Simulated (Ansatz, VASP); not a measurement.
## CdH2O2 in VASP and in Ansatz

Contents of INCAR:

```
  ALGO = Normal
  EDIFF = 1E-6
  ENCUT = 600
  GGA = PS
  GGA_COMPAT = False
  ISIF = 2
  ISMEAR = 0
  IVDW = 12
  LASPH = True
  LCHARG = True
  LELF = True
  LREAL = False
  LVHAR = True
  LWAVE = False
  NBANDS = 25
  NELM = 120
  PREC = Accurate
  SIGMA = 0.01
```

Contents of KPOINTS:

```
k-points
0
Gamma
  6 6 4
```

Contents of POSCAR:

```
CdH2O2
1.0
    3.8903517683      0.0000000000      0.0000000000
   -1.9451758841      3.3691430578      0.0000000000
    0.0000000000      0.0000000000      4.4998390840
Cd H O
1 2 2
Direct
    0.3333333333      0.6666666667      0.9873000000
    0.0000000000      0.0000000000      0.0080770000
    0.6666666667      0.3333333333      0.4318850000
    0.0000000000      0.0000000000      0.7861940000
    0.6666666667      0.3333333333      0.2118940000
```

Input for Ansatz:

```yaml
crystal:
  lattice:
    - [3.8903517682956004, 0.0, 0.0]
    - [-1.9451758841478002, 3.3691430577537522, 0.0]
    - [0.0, 0.0, 4.499839084011108]
  atoms:
    - { symbol: Cd, position: [0.3333333333333333, 0.6666666666666666, 0.9873] }
    - { symbol: H, position: [0.0, 0.0, 0.008077] }
    - { symbol: H, position: [0.6666666666666666, 0.3333333333333333, 0.431885] }
    - { symbol: O, position: [0.0, 0.0, 0.786194] }
    - { symbol: O, position: [0.6666666666666666, 0.3333333333333333, 0.211894] }
basis:
  ecutwfc: 550.0
kpoints:
  mp_grid:
    grid: [6, 6, 4]
hamiltonian:
  xc: pbesol
  dispersion: d3bj
scf:
  occupations:
    method: fixed
output:
  stress: true
```

Alike in both runs: task single point; functional PBEsol; dispersion D3(BJ); k mesh 6 × 6 × 4; no spin polarisation.

|  | VASP | Ansatz |
| --- | --- | --- |
| version | VASP 6.6.1 | Ansatz 0.2.0 |
| potentials or method | VASP PAW PBE potentials, release 64 (Cd_sv_GW, H, O), cutoff 600 eV | plane waves, PAW |
| occupations | gaussian, width 0.01 eV | fixed |
| valence electrons in the cell | 34 | 34 |

|  | VASP | Ansatz | Ansatz less VASP |
| --- | --- | --- | --- |
| pressure (GPa) | -8.5 | -8.3 | +0.23 |
| traceless stress, the component that is largest in VASP (GPa) | 1.54 | 1.11 | -0.427 |

VASP's potentials were made for PBE, not for PBEsol.
